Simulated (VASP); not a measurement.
Ti2Co:

```
CELL_PARAMETERS angstrom
0.00000 3.36500 3.36500
3.36500 0.00000 3.36500
3.36500 3.36500 0.00000
ATOMIC_POSITIONS crystal
Ti 0.12500 0.12500 0.12500
Ti 0.62500 0.12500 0.12500
Ti 0.12500 0.12500 0.62500
Ti 0.12500 0.62500 0.12500
Co 0.50000 0.50000 0.50000
Co 0.75000 0.75000 0.75000
```

| Item | Value |
| --- | --- |
| Program | VASP 6.6.1 |
| Task | relaxation of cell and atoms |
| Functional | PBEsol |
| Potentials or basis | VASP PAW PBE potentials, release 64 (Ti_sv, Co) |
| Cutoff | 600 eV |
| k mesh | 4 × 4 × 4 |
| Occupations | gaussian, width 0.1 eV |
| Spin | collinear spin, ferromagnetic start |
| Starting moments | [0.0, 0.0, 0.0, 0.0, 0.59, 0.59] μB |

At the start: pressure 15.0 GPa; volume 12.70 Å³/atom.

Q: How do energy, volume and symmetry change on relaxing?

A: Over 5 steps the energy falls by 95.5 meV/atom and the volume is 13.97 Å³/atom (+10.0 %); space group Fd-3m (No. 227, to 0.1 Å) before and after; moment 0.00 μB per cell.

Step by step:
```tsv
step	energy change (eV)	largest force (eV/Å)	pressure (GPa)	volume (Å³)
1	0.0000	0.0000	15.03	76.21
2	-0.3999	0.0000	-8.08	90.11
3	-0.5498	0.0000	-3.23	86.02
4	-0.5724	0.0000	-0.37	84.04
5	-0.5727	0.0000	-0.10	83.80
```

Final structure:
```xyz
6
Lattice="0.0000 3.4733 3.4733 3.4733 0.0000 3.4733 3.4733 3.4733 0.0000" Properties=species:S:1:pos:R:3 pbc="T T T"
Ti    0.8683    0.8683    0.8683
Ti    0.8683    2.6050    2.6050
Ti    2.6050    2.6050    0.8683
Ti    2.6050    0.8683    2.6050
Co    3.4733    3.4733    3.4733
Co    5.2100    5.2100    5.2100
```

Caveat: the k points lie up to 0.39 Å⁻¹ apart in the final cell; the PAW data sets were made with another functional, which shifts forces and pressure a little.
